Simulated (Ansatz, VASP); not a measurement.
# MgBe2Te2O: VASP beside Ansatz

```
Mg Be Te O
1.0
     4.09987    0.00000    0.00000
     0.00000    4.09987    0.00000
     0.00000    0.00000    6.94427
Mg Be Te O
1 2 2 1
Direct
  0.00000 0.00000 0.00000
  0.50000 0.00000 0.83276
  0.00000 0.50000 0.16724
  0.50000 0.00000 0.31831
  0.00000 0.50000 0.68169
  0.50000 0.50000 0.00000
```

Change from the starting cell: species swapped into the Pr2FeSi2Ru type (P-4m2, No. 115).

Alike in both runs: task relaxation of cell and atoms; functional PBE; k mesh 4 × 4 × 4; occupations gaussian, width 0.1 eV; no spin polarisation.

```csv
,VASP,Ansatz
version,VASP 6.6.1,Ansatz 0.2.0
potentials or method,"VASP PAW PBE potentials, release 64 (Mg, Be, Te, O), cutoff 600 eV","scalar-relativistic, plane waves, PAW"
valence electrons in the cell,24,52
```

```csv
,VASP,Ansatz,Ansatz less VASP
"gap on the k mesh at the Fermi level, each at its own relaxed structure (eV)",none,none,-
relaxed volume (Å³/atom),18.13,19.36,+1.228
relaxed cell length with the largest relative difference (Å),9.646,10.470,+0.8232
```

A gap of «none» marks a metal or a gap that the smearing closes. One of these differences is far larger than is usual between the two programs; its cause wasn't traced. VASP's potentials hold 24 valence electrons a cell and Ansatz's 52, so a difference there can come from the potentials and not from the codes.

The k mesh is coarse, so the values compare programs but aren't converged. Spin-orbit coupling is off throughout.
